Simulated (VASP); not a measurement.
# Al (P6_3/mmc) in VASP: notebook

The runs below take Al through single point, with LDA.

Program: VASP 6.6.1. These are calculated values, not measurements. Logs are shortened: lines on timing, memory, paths and dates and some standing lists are left out, and cuts for length are marked.

### 1 The cell of the first run

The structure is hexagonal, space group P6_3/mmc (No. 194). The conventional cell has a = 2.812 Å, b = 2.812 Å, c = 4.867 Å, α = 90.00°, β = 90.00°, γ = 120.00°. Within 3.7 Å of Al (site symmetry -6m2) lie 12 Al at 2.81 to 2.93 Å.

### 2 Single point, LDA

INCAR reads:

```
PREC = Accurate
ENCUT = 520
EDIFF = 1E-6
ISMEAR = 0
SIGMA = 0.05
LREAL = F
LASPH = T
NELM = 100
ALGO = Normal
ISIF = 2
LWAVE = F
LCHARG = T
GGA = CA
LELF = T
LVHAR = T
NBANDS = 10
```

KPOINTS reads:

```
Automatic mesh
0
Gamma
  12 12 6
```

POSCAR reads:

```
Al
1.0
    2.8124553500      0.0000000000      0.0000000000
   -1.4062276800      2.4356577800      0.0000000000
    0.0000000000      0.0000000000      4.8668500000
Al
2
Direct
    0.6666666667      0.3333333333      0.7500000000
    0.3333333333      0.6666666667      0.2500000000
```

Potentials or basis: VASP PAW LDA potentials, release 64 (Al).

The run is started by

```
$ cat potpaw_LDA.64/Al/POTCAR > POTCAR
$ mpirun -np 1 vasp_std > vasp.out
```

OUTCAR:

```text
PREC = Accurate
   ENCUT = 520
   EDIFF = 1E-6
   ISMEAR = 0
   LREAL = F
   LASPH = T
   NELM = 100
   ISIF = 2
   GGA = CA

 ion  position               nearest neighbor table
   1  0.667  0.333  0.750-   2 2.93   2 2.93   2 2.93   2 2.93   2 2.93   2 2.93
   2  0.333  0.667  0.250-   1 2.93   1 2.93   1 2.93   1 2.93   1 2.93   1 2.93

  LATTYP: Found a hexagonal cell.
 ALAT       =     2.8124553500
 C/A-ratio  =     1.7304630276

  Lattice vectors:

 A1 = (   2.8124553500,   0.0000000000,   0.0000000000)
 A2 = (  -1.4062276800,   2.4356577800,   0.0000000000)
 A3 = (   0.0000000000,   0.0000000000,   4.8668500000)

Analysis of symmetry for initial positions (statically):
=====================================================================
 Subroutine PRICEL returns:
 Original cell was already a primitive cell.

 Routine SETGRP: Setting up the symmetry group for a
 hexagonal supercell.

 Subroutine GETGRP returns: Found 24 space group operations
 (whereof 12 operations were pure point group operations)
 out of a pool of 24 trial point group operations.

The static configuration has the point symmetry D_3d.
 The point group associated with its full space group is D_6h.

Analysis of symmetry for dynamics (positions and initial velocities):
=====================================================================
 Subroutine PRICEL returns:
 Original cell was already a primitive cell.

 Routine SETGRP: Setting up the symmetry group for a
 hexagonal supercell.

 Subroutine GETGRP returns: Found 24 space group operations
 (whereof 12 operations were pure point group operations)
 out of a pool of 24 trial point group operations.

The dynamic configuration has the point symmetry D_3d.
 The point group associated with its full space group is D_6h.

 Subroutine INISYM returns: Found 24 space group operations
 (whereof 12 operations are pure point group operations),
 and found     1 'primitive' translations

----------------------------------------------------------------------------------------

                                     Primitive cell

  volume of cell :      33.3388

  direct lattice vectors                    reciprocal lattice vectors
     2.812455350  0.000000000  0.000000000     0.355561200  0.205283355  0.000000000
    -1.406227680  2.435657780  0.000000000     0.000000000  0.410566709  0.000000000
     0.000000000  0.000000000  4.866850000     0.000000000  0.000000000  0.205471712

  length of vectors
     2.812455350  2.812455352  4.866850000     0.410566710  0.410566709  0.205471712

  position of ions in fractional coordinates (direct lattice)
     0.666666667  0.333333333  0.750000000
     0.333333333  0.666666667  0.250000000

  ion indices of the primitive-cell ions
   primitive index   ion index
                 1           1
                 2           2

----------------------------------------------------------------------------------------

 KPOINTS: Automatic mesh

Automatic generation of k-mesh.
 Grid dimensions read from file:
 generate k-points for:   12   12    6

 Generating k-lattice:

  Cartesian coordinates                     Fractional coordinates (reciprocal lattice)
     0.029630100  0.017106946  0.000000000     0.083333333  0.000000000  0.000000000
     0.000000000  0.034213892  0.000000000     0.000000000  0.083333333  0.000000000
     0.000000000  0.000000000  0.034245285     0.000000000  0.000000000  0.166666667

  Length of vectors
     0.034213892  0.034213892  0.034245285

  Shift w.r.t. Gamma in fractional coordinates (k-lattice)
     0.000000000  0.000000000  0.000000000

 Subroutine IBZKPT returns following result:
 ===========================================

 Found     76 irreducible k-points:

 Following reciprocal coordinates:
            Coordinates               Weight
  0.000000  0.000000  0.000000      1.000000
  0.083333  0.000000  0.000000      6.000000
  0.166667  0.000000  0.000000      6.000000
  0.250000  0.000000  0.000000      6.000000
  0.333333  0.000000  0.000000      6.000000
  0.416667  0.000000  0.000000      6.000000
[... 16 lines left out ...]
  0.250000  0.000000  0.166667     12.000000
  0.333333  0.000000  0.166667     12.000000
 [... further k-points ...]
   k-points           NKPTS =     76   k-points in BZ     NKDIM =     76   number of bands    NBANDS=     10
   number of dos      NEDOS =    301   number of ions     NIONS =      2
   total plane-waves  NPLWV =  20736
   dimension x,y,z NGX =    24 NGY =   24 NGZ =   36
   dimension x,y,z NGXF=    48 NGYF=   48 NGZF=   72
   ions per type =               2
   NGX,Y,Z   is equivalent  to a cutoff of  14.19, 14.19, 12.30 a.u.
   NGXF,Y,Z  is equivalent  to a cutoff of  28.37, 28.37, 24.59 a.u.
 SYSTEM =  unknown system
   PREC   = accura    normal or accurate (medium, high low for compatibility)
   ISTART =      0    job   : 0-new  1-cont  2-samecut
   ICHARG =      2    charge: 1-file 2-atom 10-const
   ISPIN  =      1    spin polarized calculation?
   LNONCOLLINEAR =      F non collinear calculations
   LSORBIT =      F    spin-orbit coupling
   LASPH  =      T    aspherical Exc in radial PAW
   ENCUT  =  520.0 eV  38.22 Ry    6.18 a.u.   5.23  5.23  9.05*2*pi/ulx,y,z
   NELM   =    100;   NELMIN=  2; NELMDL= -5     # of ELM steps
   EDIFF  = 0.1E-05   stopping-criterion for ELM
   LREAL  =      F    real-space projection
   EDIFFG = 0.1E-04   stopping-criterion for IOM
   NSW    =      0    number of steps for IOM
   IBRION =     -1    ionic relax: 0-MD 1-quasi-New 2-CG
   NFREE  =      0    steps in history (QN), initial steepest desc. (CG)
   ISIF   =      2    stress and relaxation
   ISYM   =      2    0-nonsym 1-usesym 2-fastsym
   POTIM  = 0.5000    time-step for ionic-motion
   TEBEG  =    0.0;   TEEND  =   0.0 temperature during run
   PSTRESS=    0.0 pullay stress
   NELECT =       6.0000    total number of electrons
   NUPDOWN=      -1.0000    fix difference up-down
   EMIN   =  10.00;   EMAX   =-10.00  energy-range for DOS
   EFERMI =   0.00;   METHOD = LEGACY
   ISMEAR =     0;   SIGMA  =   0.05  broadening in eV -4-tet -1-fermi 0-gaus
   EFERMI_NEDOS =   21; number of points for ismear=-14 and -15
   IALGO  =     38    algorithm
   IMIX   =      4    mixing-type and parameters
     AMIX     =   0.40;   BMIX     =  1.00
     AMIX_MAG =   1.60;   BMIX_MAG =  1.00
  volume/ion in A,a.u.               =      16.67       112.49
  Fermi-wavevector in a.u.,A,eV,Ry     =   0.924291  1.746656 11.623640  0.854313
  Thomas-Fermi vector in A             =   2.050021
   LORBIT       =      0    0 simple, 1 ext, 2 COOP (PROOUT), +10 PAW based schemes
   GGA     = CA    functional components
   LHFCALC =     F    Hartree Fock is set to
   AEXX    =    0.0000 exact exchange contribution
   IVDW    =     0    specifies the selected vdW correction
   LEPSILON=     F    determine dielectric tensor
   LRPA    =     F    only Hartree local field effects (RPA)
 non-spin polarized calculation
 Gauss-broadening in eV      SIGMA  =   0.05
  energy-cutoff  :      520.00
  volume of cell :       33.34
 maximum number of plane-waves:       920
 NGX is ok and might be reduce to    24
   NGX = 11   NGY = 11   NGZ = 19

 number of electron       6.0000000 magnetization

 Free energy of the ion-electron system (eV)
  ---------------------------------------------------
  ext. energy  EPLUGINS =         0.00000000
  ---------------------------------------------------
  free energy    TOTEN  =        -8.28321662 eV

  energy without entropy =       -8.28224999  energy(sigma->0) =       -8.28273330

 E-fermi :   7.6752     XC(G=0): -10.3057

 val. band max:        7.6685120577   @ k =   0.3333   0.0833   0.5000
 cond. band min:       7.7621292484   @ k =   0.4167   0.0833   0.0000
 fundamental gap:      0.0936171907
 Fermi energy:         7.6752395841

 k-point     1 :       0.0000    0.0000    0.0000
  band No.  band energies     occupation
      1      -3.3498      2.00000
      2       2.6021      2.00000
      3       2.9038      2.00000
      4      18.8116      0.00000
      5      18.9880      0.00000
      6      18.9880      0.00000
      7      19.2857      0.00000
      8      19.2857      0.00000
      9      19.8956      0.00000
     10      22.3287      0.00000

 k-point     2 :       0.0833    0.0000    0.0000
  band No.  band energies     occupation
      1      -3.1770      2.00000
      2       2.7716      2.00000
      3       3.0650      2.00000
      4      16.2666      0.00000
      5      17.5140      0.00000
      6      18.4562      0.00000
      7      19.8108      0.00000
      8      19.9620      0.00000
      9      21.0357      0.00000
     10      21.5076      0.00000

 k-point     3 :       0.1667    0.0000    0.0000
  band No.  band energies     occupation
      1      -2.6600      2.00000
      2       3.2765      2.00000
      3       3.5486      2.00000
      4      13.1237      0.00000
      5      16.1970      0.00000
      6      17.2985      0.00000
      7      18.3621      0.00000
      8      18.8279      0.00000
      9      20.6630      0.00000
     10      20.7219      0.00000

 k-point     4 :       0.2500    0.0000    0.0000
  band No.  band energies     occupation
      1      -1.8027      2.00000
      2       4.1026      2.00000
      3       4.3542      2.00000
      4      10.1572      0.00000
      5      15.1742      0.00000
      6      15.2386      0.00000
      7      15.9744      0.00000
      8      16.9274      0.00000
      9      19.9968      0.00000
     10      20.7867      0.00000
[... 222 lines left out ...]
 k-point    22 :       0.1667    0.0000    0.1667
  band No.  band energies     occupation
      1      -2.4879      2.00000
      2       1.5792      2.00000
      3       5.5492      2.00000
      4      13.2589      0.00000
      5      16.3428      0.00000
      6      16.6064      0.00000
      7      16.7773      0.00000
      8      18.5176      0.00000
      9      19.7942      0.00000
     10      20.4788      0.00000

 k-point    23 :       0.2500    0.0000    0.1667
  band No.  band energies     occupation
      1      -1.6317      2.00000
      2       2.4103      2.00000
      3       6.3399      2.00000
      4      10.3168      0.00000
      5      14.0002      0.00000
      6      15.3206      0.00000
      7      16.4598      0.00000
      8      17.3734      0.00000
      9      18.7476      0.00000
     10      18.8104      0.00000

 k-point    24 :       0.3333    0.0000    0.1667
  band No.  band energies     occupation
      1      -0.4421      2.00000
      2       3.5557      2.00000
      3       7.1471      2.00000
      4       7.9128      0.00000
      5      11.4021      0.00000
      6      14.5919      0.00000
      7      14.9198      0.00000
      8      16.1887      0.00000
      9      18.1006      0.00000
     10      18.9743      0.00000

 [... further k-points ...]
[... 5 lines left out ...]
  --------------------------------------------------------------------------------------
  -------------------------------------------------------------------------------------
  Total       -0.4486174     -0.4486174     -1.1315690      0.0000000     -0.0000000     -0.0000000
  in kB      -21.5594086    -21.5594086    -54.3803179      0.0000000     -0.0000000     -0.0000000
  external PRESSURE =     -32.4997117 kB  Pullay stress =       0.0000000 kB

 VOLUME and BASIS-vectors are now :
 -----------------------------------------------------------------------------
  energy-cutoff  :      520.00
  volume of cell :       33.34
      direct lattice vectors                 reciprocal lattice vectors
     2.812455350  0.000000000  0.000000000     0.355561200  0.205283355  0.000000000
    -1.406227680  2.435657780  0.000000000     0.000000000  0.410566709  0.000000000
     0.000000000  0.000000000  4.866850000     0.000000000  0.000000000  0.205471712

 POSITION                                       TOTAL-FORCE (eV/Angst)
 -----------------------------------------------------------------------------------
      1.40623      0.81189      3.65014        -0.000000      0.000000      0.000000
     -0.00000      1.62377      1.21671         0.000000     -0.000000      0.000000
 -----------------------------------------------------------------------------------
    total drift:                               -0.000000      0.000000     -0.000000

  FREE ENERGIE OF THE ION-ELECTRON SYSTEM (eV)
  ---------------------------------------------------
  free  energy   TOTEN  =        -8.2832166168 eV

  energy  without entropy=       -8.2822499862  energy(sigma->0) =       -8.28273330
```

Wall time 10 s (1 thread of Intel Xeon Platinum 8488C (Sapphire Rapids), shared host); peak memory 0.14 GiB.

What came out:

```
Free energy            : -8.2832 eV
Pressure               : -3.2 GPa
Band gap on the k mesh : zero (band 3 reaches 11.35 eV, above the bottom of band 4 at 4.59 eV)
```

### 3 Single point, LDA

This run uses another cell than the first one, of 17.34 Å³/atom, 1.040 times its volume.

INCAR reads:

```
ALGO = Normal
EDIFF = 1E-6
ENCUT = 520
ISIF = 2
ISMEAR = 0
LASPH = T
LCHARG = F
LREAL = F
LWAVE = F
NBANDS = 10
NELM = 100
PREC = Accurate
SIGMA = 0.05
```

KPOINTS reads:

```
k-points
0
Gamma
  12 12 6
```

POSCAR reads:

```
Al
1.0
    2.8494655857      0.0000000000      0.0000000000
   -1.4247327979      2.4677095843      0.0000000000
    0.0000000000      0.0000000000      4.9308948445
Al
2
Direct
    0.6666666667      0.3333333333      0.7500000000
    0.3333333333      0.6666666667      0.2500000000
```

Potentials or basis: VASP PAW LDA potentials, release 64 (Al).

The run is started by

```
$ cat potpaw_LDA.64/Al/POTCAR > POTCAR
$ mpirun -np 1 vasp_std > vasp.out
```

Run time: 14 s. Hardware: 1 thread of Intel Xeon Platinum 8488C (Sapphire Rapids), shared host; peak memory 0.14 GiB.

It converged, with:

| Property | Result |
| --- | --- |
| Free energy | -8.2458 eV |
| Pressure | -5.6 GPa |
| Band gap on the k mesh | zero (band 3 reaches 10.89 eV, above the bottom of band 4 at 4.23 eV) |

Stress tensor (GPa, compression positive):
```
-4.84  0.00  0.00
 0.00 -4.84  0.00
 0.00  0.00 -7.22
```

Levels at points of the mesh, in eV from the Fermi level:
```
           k point  band 1  band 2  band 3  band 4  band 5  band 6  band 7
(0.00, 0.00, 0.00)  -10.76   -5.01   -4.61   10.96   10.96   10.96   11.37
(0.50, 0.00, 0.00)   -4.92   -4.74    0.52    0.64    1.18    1.55    5.99
(0.00, 0.00, 0.50)   -9.25   -9.25    2.32    2.32   12.13   12.13   12.13
(0.50, 0.00, 0.50)   -3.65   -3.65   -3.05   -3.05    7.28    7.28    7.37
```

### 4 Single point, LDA

This run uses another cell than the first one, of 18.00 Å³/atom, 1.080 times its volume.

INCAR reads:

```
PREC = Accurate
ENCUT = 520
EDIFF = 1E-6
ISMEAR = 0
SIGMA = 0.05
LREAL = False
LASPH = True
NELM = 60
ALGO = Normal
ISIF = 2
LWAVE = False
LCHARG = False
GGA = CA
NBANDS = 10
```

KPOINTS reads:

```
Automatic mesh
0
Gamma
  12 12 6
```

POSCAR reads:

```
Al
1.0
    2.8855385998      0.0000000000      0.0000000000
   -1.4427693050      2.4989497309      0.0000000000
    0.0000000000      0.0000000000      4.9933178617
Al
2
Direct
    0.6666666667      0.3333333333      0.7500000000
    0.3333333333      0.6666666667      0.2500000000
```

The run is started by

```
$ cat potpaw_LDA.64/Al/POTCAR > POTCAR
$ mpirun -np 1 vasp_std > vasp.out
```

Run time: 12 s. Hardware: 1 thread of Intel Xeon Platinum 8488C (Sapphire Rapids), shared host; peak memory 0.14 GiB.

It converged, with:

| Quantity | Value |
| --- | --- |
| Free energy | -8.1917 eV |
| Pressure | -7.3 GPa |
| Band gap on the k mesh | zero (band 3 reaches 10.46 eV, above the bottom of band 4 at 3.90 eV) |

Stress tensor (GPa, compression positive):
```
-6.83  0.00  0.00
 0.00 -6.83  0.00
 0.00  0.00 -8.11
```

Levels at points of the mesh, in eV from the Fermi level:
| k point | band 1 | band 2 | band 3 | band 4 | band 5 | band 6 | band 7 | band 8 |
| --- | --- | --- | --- | --- | --- | --- | --- | --- |
| (0.00, 0.00, 0.00) | -10.51 | -4.95 | -4.45 | 10.64 | 10.64 | 10.80 | 11.15 | 11.15 |
| (0.50, 0.00, 0.00) | -4.83 | -4.60 | 0.48 | 0.65 | 1.07 | 1.60 | 5.81 | 7.29 |
| (0.00, 0.00, 0.50) | -9.04 | -9.04 | 2.28 | 2.28 | 11.83 | 11.83 | 11.83 | 11.83 |
| (0.50, 0.00, 0.50) | -3.54 | -3.54 | -3.01 | -3.01 | 7.07 | 7.07 | 7.24 | 7.24 |

### 5 Single point, LDA

This run uses another cell than the first one, of 18.67 Å³/atom, 1.120 times its volume.

INCAR reads:

```
SYSTEM = Al
  PREC = Accurate
  ENCUT = 520
  EDIFF = 1E-6
  ISMEAR = 0
  SIGMA = 0.05
  LREAL = .FALSE.
  LASPH = .TRUE.
  NELM = 100
  ALGO = Normal
  ISIF = 2
  LWAVE = .FALSE.
  LCHARG = .FALSE.
  NBANDS = 10
```

KPOINTS reads:

```
regular mesh
0
G
  12 12 6
  0 0 0
```

POSCAR reads:

```
Al
1.0
    2.9207315633      0.0000000000      0.0000000000
   -1.4603657869      2.5294277314      0.0000000000
    0.0000000000      0.0000000000      5.0542179839
Al
2
Direct
    0.6666666667      0.3333333333      0.7500000000
    0.3333333333      0.6666666667      0.2500000000
```

The run is started by

```
$ cat potpaw_LDA.64/Al/POTCAR > POTCAR
$ mpirun -np 1 vasp_std > vasp.out
```

Run time: 12 s. Hardware: 1 thread of Intel Xeon Platinum 8488C (Sapphire Rapids), shared host; peak memory 0.14 GiB.

The run converged. Its results:

- Free energy: -8.1255 eV
- Pressure: -8.7 GPa
- Band gap on the k mesh: zero (band 3 reaches 10.05 eV, above the bottom of band 4 at 3.59 eV)

Stress tensor (GPa, compression positive):
```
-8.38  0.00  0.00
 0.00 -8.38  0.00
 0.00  0.00 -9.22
```

Levels at points of the mesh, in eV from the Fermi level:
```tsv
k point	band 1	band 2	band 3	band 4	band 5	band 6	band 7	band 8
(0.00, 0.00, 0.00)	-10.27	-4.89	-4.30	10.33	10.33	10.65	10.93	10.93
(0.50, 0.00, 0.00)	-4.74	-4.47	0.43	0.66	0.96	1.65	5.64	7.10
(0.00, 0.00, 0.50)	-8.84	-8.84	2.23	2.23	11.51	11.51	11.51	11.51
(0.50, 0.00, 0.50)	-3.44	-3.44	-2.97	-2.97	6.88	6.88	7.03	7.03
```

### 6 The runs side by side

```tsv
cell	gap on the mesh (eV)	pressure (GPa)
a = 2.812, b = 2.812, c = 4.867 Å, angles 90.0, 90.0, 120.0°, 2 atoms	none	-3.2
a = 2.849, b = 2.849, c = 4.931 Å, angles 90.0, 90.0, 120.0°, 2 atoms	none	-5.6
a = 2.886, b = 2.886, c = 4.993 Å, angles 90.0, 90.0, 120.0°, 2 atoms	none	-7.3
a = 2.921, b = 2.921, c = 5.054 Å, angles 90.0, 90.0, 120.0°, 2 atoms	none	-8.7
```

Alike in all rows: task single point; level LDA; potentials or basis VASP PAW LDA potentials, release 64 (Al); no spin polarisation; k mesh 12 × 12 × 6; cutoff (eV) 520; smearing gaussian 0.05 eV.

Total energies depend on the potentials used, so only differences within one code and one set of settings carry meaning.
